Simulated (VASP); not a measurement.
# TiC (rocksalt type) (Fm-3m) in VASP: notebook

The runs below take TiC (rocksalt type) through single point, with LDA.

All numbers are computed with VASP 6.6.1; they aren't measurements. Logs are shortened: lines on timing, memory, paths and dates and some standing lists are left out, and cuts for length are marked.

### Step 1. The cell of the first run

It takes space group Fm-3m (No. 225, cubic). The conventional cell has a = 3.819 Å, b = 3.819 Å, c = 3.819 Å, α = 90.00°, β = 90.00°, γ = 90.00°. Within 2.5 Å of Ti (site symmetry m-3m) lie 6 C at 1.91 Å. Within 2.5 Å of C (site symmetry m-3m) lie 6 Ti at 1.91 Å.

### Step 2. Single point, LDA (6.96 Å³/atom)

File POSCAR:

```
TiC
1.0
    0.0000000000      1.9094812391      1.9094812391
    1.9094812391      0.0000000000      1.9094812391
    1.9094812391      1.9094812391      0.0000000000
Ti C
1 1
Direct
    0.0000000000      0.0000000000      0.0000000000
    0.5000000000      0.5000000000      0.5000000000
```

File INCAR.step1:

```
SYSTEM = TiC
PREC = Accurate
ENCUT = 520
EDIFF = 1E-7
ISMEAR = -1
SIGMA = 0.08
LREAL = .FALSE.
LASPH = .TRUE.
NELM = 100
ALGO = Normal
ISIF = 2
LWAVE = .FALSE.
LCHARG = .TRUE.
LMAXMIX = 4
GGA = CA
NBANDS = 15
```

File KPOINTS.step1:

```
Automatic mesh
0
G
  17 17 17
  0 0 0
```

File INCAR.step2:

```
SYSTEM = TiC
PREC = Accurate
ENCUT = 520
EDIFF = 1E-7
ISMEAR = -5
SIGMA = 0.08
LREAL = .FALSE.
LASPH = .TRUE.
NELM = 100
ALGO = Normal
ISIF = 2
LWAVE = .FALSE.
LCHARG = .FALSE.
LMAXMIX = 4
GGA = CA
LORBIT = 11
NBANDS = 15
NEDOS = 1001
ICHARG = 11
```

File KPOINTS.step2:

```
Automatic mesh
0
G
  26 26 26
  0 0 0
```

Potentials or basis: VASP PAW LDA potentials, release 64 (Ti_sv, C).

Launch:

```bash
cat potpaw_LDA.64/Ti_sv/POTCAR potpaw_LDA.64/C/POTCAR > POTCAR
cp INCAR.step1 INCAR
cp KPOINTS.step1 KPOINTS
mpirun -np 1 vasp_std > vasp.out
cp INCAR.step2 INCAR
cp KPOINTS.step2 KPOINTS
mpirun -np 1 vasp_std > vasp.out
```

OUTCAR:

```text
SYSTEM = TiC
   PREC = Accurate
   ENCUT = 520
   EDIFF = 1E-7
   ISMEAR = -5
   LREAL = .FALSE.
   LASPH = .TRUE.
   NELM = 100
   ISIF = 2
   GGA = CA
   LORBIT = 11
   ICHARG = 11

 ion  position               nearest neighbor table
   1  0.000  0.000  0.000-   2 1.91   2 1.91   2 1.91   2 1.91   2 1.91   2 1.91
   2  0.500  0.500  0.500-   1 1.91   1 1.91   1 1.91   1 1.91   1 1.91   1 1.91

  LATTYP: Found a face centered cubic cell.
 ALAT       =     3.8189624782

  Lattice vectors:

 A1 = (   0.0000000000,   1.9094812391,   1.9094812391)
 A2 = (   1.9094812391,   0.0000000000,   1.9094812391)
 A3 = (   1.9094812391,   1.9094812391,   0.0000000000)

Analysis of symmetry for initial positions (statically):
=====================================================================
 Subroutine PRICEL returns:
 Original cell was already a primitive cell.

 Routine SETGRP: Setting up the symmetry group for a
 face centered cubic supercell.

 Subroutine GETGRP returns: Found 48 space group operations
 (whereof 48 operations were pure point group operations)
 out of a pool of 48 trial point group operations.

The static configuration has the point symmetry O_h .

Analysis of symmetry for dynamics (positions and initial velocities):
=====================================================================
 Subroutine PRICEL returns:
 Original cell was already a primitive cell.

 Routine SETGRP: Setting up the symmetry group for a
 face centered cubic supercell.

 Subroutine GETGRP returns: Found 48 space group operations
 (whereof 48 operations were pure point group operations)
 out of a pool of 48 trial point group operations.

The dynamic configuration has the point symmetry O_h .

 Subroutine INISYM returns: Found 48 space group operations
 (whereof 48 operations are pure point group operations),
 and found     1 'primitive' translations

----------------------------------------------------------------------------------------

                                     Primitive cell

  volume of cell :      13.9244

  direct lattice vectors                    reciprocal lattice vectors
     0.000000000  1.909481239  1.909481239    -0.261851224  0.261851224  0.261851224
     1.909481239  0.000000000  1.909481239     0.261851224 -0.261851224  0.261851224
     1.909481239  1.909481239  0.000000000     0.261851224  0.261851224 -0.261851224

  length of vectors
     2.700414265  2.700414265  2.700414265     0.453539624  0.453539624  0.453539624

  position of ions in fractional coordinates (direct lattice)
     0.000000000  0.000000000  0.000000000
     0.500000000  0.500000000  0.500000000

  ion indices of the primitive-cell ions
   primitive index   ion index
                 1           1
                 2           2

----------------------------------------------------------------------------------------

 KPOINTS: Automatic mesh

Automatic generation of k-mesh.
 Grid dimensions read from file:
 generate k-points for:   26   26   26

 Generating k-lattice:

  Cartesian coordinates                     Fractional coordinates (reciprocal lattice)
    -0.010071201  0.010071201  0.010071201     0.038461538  0.000000000  0.000000000
     0.010071201 -0.010071201  0.010071201     0.000000000  0.038461538  0.000000000
     0.010071201  0.010071201 -0.010071201     0.000000000  0.000000000  0.038461538

  Length of vectors
     0.017443832  0.017443832  0.017443832

  Shift w.r.t. Gamma in fractional coordinates (k-lattice)
     0.000000000  0.000000000  0.000000000

 TETIRR: Found   2360 inequivalent tetrahedra from   105456

 Subroutine IBZKPT returns following result:
 ===========================================

 Found    511 irreducible k-points:

 Following reciprocal coordinates:
            Coordinates               Weight
  0.000000  0.000000  0.000000      1.000000
  0.038462  0.000000  0.000000      8.000000
  0.076923  0.000000  0.000000      8.000000
  0.115385  0.000000  0.000000      8.000000
  0.153846  0.000000  0.000000      8.000000
  0.192308  0.000000  0.000000      8.000000
[... 16 lines left out ...]
  0.346154  0.038462  0.000000     24.000000
  0.384615  0.038462  0.000000     24.000000
 [... further k-points ...]
   k-points           NKPTS =    511   k-points in BZ     NKDIM =    511   number of bands    NBANDS=     15
   number of dos      NEDOS =   1001   number of ions     NIONS =      2
   total plane-waves  NPLWV =   8000
   dimension x,y,z NGX =    20 NGY =   20 NGZ =   20
   dimension x,y,z NGXF=    40 NGYF=   40 NGZF=   40
   ions per type =               1   1
   NGX,Y,Z   is equivalent  to a cutoff of  12.31, 12.31, 12.31 a.u.
   NGXF,Y,Z  is equivalent  to a cutoff of  24.63, 24.63, 24.63 a.u.
 SYSTEM =  TiC
   PREC   = accura    normal or accurate (medium, high low for compatibility)
   ISTART =      0    job   : 0-new  1-cont  2-samecut
   ICHARG =     11    charge: 1-file 2-atom 10-const
   ISPIN  =      1    spin polarized calculation?
   LNONCOLLINEAR =      F non collinear calculations
   LSORBIT =      F    spin-orbit coupling
   LASPH  =      T    aspherical Exc in radial PAW
   ENCUT  =  520.0 eV  38.22 Ry    6.18 a.u.   5.02  5.02  5.02*2*pi/ulx,y,z
   NELM   =    100;   NELMIN=  2; NELMDL=  0     # of ELM steps
   EDIFF  = 0.1E-06   stopping-criterion for ELM
   LREAL  =      F    real-space projection
   EDIFFG = 0.1E-05   stopping-criterion for IOM
   NSW    =      0    number of steps for IOM
   IBRION =     -1    ionic relax: 0-MD 1-quasi-New 2-CG
   NFREE  =      0    steps in history (QN), initial steepest desc. (CG)
   ISIF   =      2    stress and relaxation
   ISYM   =      2    0-nonsym 1-usesym 2-fastsym
   POTIM  = 0.5000    time-step for ionic-motion
   TEBEG  =    0.0;   TEEND  =   0.0 temperature during run
   PSTRESS=    0.0 pullay stress
   NELECT =      16.0000    total number of electrons
   NUPDOWN=      -1.0000    fix difference up-down
   EMIN   =  10.00;   EMAX   =-10.00  energy-range for DOS
   EFERMI =   0.00;   METHOD = LEGACY
   ISMEAR =    -5;   SIGMA  =   0.08  broadening in eV -4-tet -1-fermi 0-gaus
   EFERMI_NEDOS =   21; number of points for ismear=-14 and -15
   IALGO  =     38    algorithm
   IMIX   =      4    mixing-type and parameters
     AMIX     =   0.40;   BMIX     =  1.00
     AMIX_MAG =   1.60;   BMIX_MAG =  1.00
  volume/ion in A,a.u.               =       6.96        46.98
  Fermi-wavevector in a.u.,A,eV,Ry     =   1.714705  3.240323 40.004033  2.940213
  Thomas-Fermi vector in A             =   2.792213
   LORBIT       =     11    0 simple, 1 ext, 2 COOP (PROOUT), +10 PAW based schemes
   GGA     = CA    functional components
   LHFCALC =     F    Hartree Fock is set to
   AEXX    =    0.0000 exact exchange contribution
   IVDW    =     0    specifies the selected vdW correction
   LEPSILON=     F    determine dielectric tensor
   LRPA    =     F    only Hartree local field effects (RPA)
 non-spin polarized calculation
 Fermi weights with tetrahedron method with Bloechl corrections
  energy-cutoff  :      520.00
  volume of cell :       13.92
 maximum number of plane-waves:       388

 number of electron      15.9999994 magnetization

 Free energy of the ion-electron system (eV)
  ---------------------------------------------------
  ext. energy  EPLUGINS =         0.00000000
  ---------------------------------------------------
  free energy    TOTEN  =       -18.23883484 eV

  energy without entropy =      -18.23883484  energy(sigma->0) =      -18.23883484

 E-fermi :  14.4367     XC(G=0): -15.0276

 val. band max:       14.5283873228   @ k =   0.0769   0.0769   0.0000
 cond. band min:      14.3279590624   @ k =   0.1154   0.1154   0.0000
 fundamental gap:     -0.2004282604
 Fermi energy:        14.4367369186

 k-point     1 :       0.0000    0.0000    0.0000
  band No.  band energies     occupation
      1     -40.6388      2.00000
      2     -16.5299      2.00000
      3     -16.5299      2.00000
      4     -16.5299      2.00000
      5       0.6906      2.00000
      6      14.9779      0.00000
      7      14.9779      0.00000
      8      14.9779      0.00000
      9      16.5935      0.00000
     10      16.5935      0.00000
     11      16.5935      0.00000
     12      16.9096      0.00000
     13      16.9096      0.00000
     14      29.8986      0.00000
     15      31.4809      0.00000

 k-point     2 :       0.0385    0.0000    0.0000
  band No.  band energies     occupation
      1     -40.6334      2.00000
      2     -16.5604      2.00000
      3     -16.5321      2.00000
      4     -16.5321      2.00000
      5       0.7479      2.00000
      6      14.7337     -0.13678
      7      14.9334      0.00000
      8      14.9334      0.00000
      9      15.9545      0.00000
     10      15.9545      0.00000
     11      16.7623      0.00000
     12      17.6769      0.00000
     13      17.6769      0.00000
     14      29.9893      0.00000
     15      31.5246      0.00000

 k-point     3 :       0.0769    0.0000    0.0000
  band No.  band energies     occupation
      1     -40.6176      2.00000
      2     -16.6494      2.00000
      3     -16.5386      2.00000
      4     -16.5386      2.00000
      5       0.9170      2.00000
      6      14.1788      2.07836
      7      14.5919      0.64704
      8      14.5919      0.46943
      9      15.5859      0.00000
     10      15.5859      0.00000
     11      17.1006      0.00000
     12      18.6360      0.00000
     13      18.6360      0.00000
     14      30.2410      0.00000
     15      31.6436      0.00000

 k-point     4 :       0.1154    0.0000    0.0000
  band No.  band energies     occupation
      1     -40.5922      2.00000
      2     -16.7899      2.00000
      3     -16.5489      2.00000
      4     -16.5489      2.00000
      5       1.1897      2.00000
      6      13.4966      2.00000
      7      13.9304      2.01631
      8      13.9304      2.04673
      9      15.6597      0.00000
     10      15.6597      0.00000
     11      17.4524      0.00000
     12      19.6303      0.00000
     13      19.6303      0.00000
     14      30.5781      0.00000
     15      31.8180      0.00000
[... 307 lines left out ...]
 k-point    22 :       0.3077    0.0385    0.0000
  band No.  band energies     occupation
      1     -40.3936      2.00000
      2     -17.7731      2.00000
      3     -16.6542      2.00000
      4     -16.6185      2.00000
      5       3.4506      2.00000
      6       9.9714      2.00000
      7      11.0503      2.00000
      8      11.3156      2.00000
      9      17.0356      0.00000
     10      17.6239      0.00000
     11      19.0980      0.00000
     12      23.6814      0.00000
     13      24.6107      0.00000
     14      28.9481      0.00000
     15      34.4310      0.00000

 k-point    23 :       0.3462    0.0385    0.0000
  band No.  band energies     occupation
      1     -40.3507      2.00000
      2     -17.9707      2.00000
      3     -16.6680      2.00000
      4     -16.6378      2.00000
      5       4.0332      2.00000
      6       9.3012      2.00000
      7      10.6749      2.00000
      8      10.8973      2.00000
      9      17.4953      0.00000
     10      18.0446      0.00000
     11      19.4950      0.00000
     12      24.5247      0.00000
     13      25.3718      0.00000
     14      28.0089      0.00000
     15      35.0021      0.00000

 k-point    24 :       0.3846    0.0385    0.0000
  band No.  band energies     occupation
      1     -40.3131      2.00000
      2     -18.1394      2.00000
      3     -16.6784      2.00000
      4     -16.6561      2.00000
      5       4.6252      2.00000
      6       8.6544      2.00000
      7      10.3824      2.00000
      8      10.5546      2.00000
      9      17.9430      0.00000
     10      18.4249      0.00000
     11      19.9267      0.00000
     12      25.2762      0.00000
     13      25.9783      0.00000
     14      27.0915      0.00000
     15      34.7287      0.00000

 [... further k-points ...]
[... 5 lines left out ...]
  --------------------------------------------------------------------------------------
  -------------------------------------------------------------------------------------
  Total       15.3078009     15.3078009     15.3078009     -0.0000000      0.0000000      0.0000000
  in kB     1761.3562463   1761.3562463   1761.3562463     -0.0000000      0.0000000      0.0000000
  external PRESSURE =    1761.3562463 kB  Pullay stress =       0.0000000 kB

 VOLUME and BASIS-vectors are now :
 -----------------------------------------------------------------------------
  energy-cutoff  :      520.00
  volume of cell :       13.92
      direct lattice vectors                 reciprocal lattice vectors
     0.000000000  1.909481239  1.909481239    -0.261851224  0.261851224  0.261851224
     1.909481239  0.000000000  1.909481239     0.261851224 -0.261851224  0.261851224
     1.909481239  1.909481239  0.000000000     0.261851224  0.261851224 -0.261851224

 POSITION                                       TOTAL-FORCE (eV/Angst)
 -----------------------------------------------------------------------------------
      0.00000      0.00000      0.00000        -0.000000      0.000000     -0.000000
      1.90948      1.90948      1.90948         0.000000     -0.000000      0.000000
 -----------------------------------------------------------------------------------
    total drift:                                0.000000     -0.000000     -0.000000

  FREE ENERGIE OF THE ION-ELECTRON SYSTEM (eV)
  ---------------------------------------------------
  free  energy   TOTEN  =       -18.2388348414 eV

  energy  without entropy=      -18.2388348414  energy(sigma->0) =      -18.23883484

 total charge

# of ion       s       p       d       tot
------------------------------------------
    1        2.320   6.521   2.664  11.505
    2        0.967   1.740   0.000   2.707
--------------------------------------------------
tot          3.287   8.261   2.664  14.212
```

It took 86 s on 1 thread of Intel Xeon 8259CL, shared host; peak memory 0.22 GiB.

What came out:

```yaml
Valence_electrons_inside_the_program's_atomic_spheres: Ti 11.51; C 2.71
```

Caveat: tetrahedron occupations give inexact forces and stress in metals.

### Step 3. Single point, LDA

This run uses another cell than the first one, of 9.67 Å³/atom.

File POSCAR:

```
TiC
1.0
    0.0000000000      2.1304494316      2.1304494316
    2.1304494316      0.0000000000      2.1304494316
    2.1304494316      2.1304494316      0.0000000000
Ti C
1 1
Direct
    0.0000000000      0.0000000000      0.0000000000
    0.5000000000      0.5000000000      0.5000000000
```

File INCAR.step1:

```
SYSTEM = TiC
PREC = Accurate
ENCUT = 520
EDIFF = 1E-6
ISMEAR = -1
SIGMA = 0.08
LREAL = .FALSE.
LASPH = .TRUE.
NELM = 80
ALGO = Normal
ISIF = 2
LWAVE = .FALSE.
LCHARG = .TRUE.
LMAXMIX = 4
NBANDS = 15
```

File KPOINTS.step1:

```
regular mesh
0
G
  17 17 17
  0 0 0
```

File INCAR.step2:

```
SYSTEM = TiC
PREC = Accurate
ENCUT = 520
EDIFF = 1E-6
ISMEAR = -5
SIGMA = 0.08
LREAL = .FALSE.
LASPH = .TRUE.
NELM = 80
ALGO = Normal
ISIF = 2
LWAVE = .FALSE.
LCHARG = .FALSE.
LMAXMIX = 4
LORBIT = 10
NEDOS = 2001
ICHARG = 11
```

File KPOINTS.step2:

```
regular mesh
0
G
  26 26 26
  0 0 0
```

Potentials or basis: VASP PAW LDA potentials, release 64 (Ti_sv, C).

Launch:

```bash
cat potpaw_LDA.64/Ti_sv/POTCAR potpaw_LDA.64/C/POTCAR > POTCAR
cp INCAR.step1 INCAR
cp KPOINTS.step1 KPOINTS
mpirun -np 1 vasp_std > vasp.out
cp INCAR.step2 INCAR
cp KPOINTS.step2 KPOINTS
mpirun -np 1 vasp_std > vasp.out
```

Wall time 89 s (1 thread of Intel Xeon 8259CL, shared host); peak memory 0.24 GiB.

It converged, with:

```
Valence electrons inside the program's atomic spheres : Ti 10.53; C 2.42
```

Levels at points of the mesh, in eV from the Fermi level:
| k point | band 6 | band 7 | band 8 | band 9 | band 10 | band 11 |
| --- | --- | --- | --- | --- | --- | --- |
| (0.00, 0.00, 0.00) | 0.64 | 0.64 | 0.64 | 1.75 | 1.75 | 1.75 |
| (0.50, 0.00, 0.00) | -6.06 | -3.06 | -3.06 | 3.06 | 3.06 | 4.35 |
| (0.50, 0.50, 0.00) | -3.40 | -1.83 | 0.03 | 0.03 | 2.90 | 3.71 |

Caveat: tetrahedron occupations give inexact forces and stress in metals.
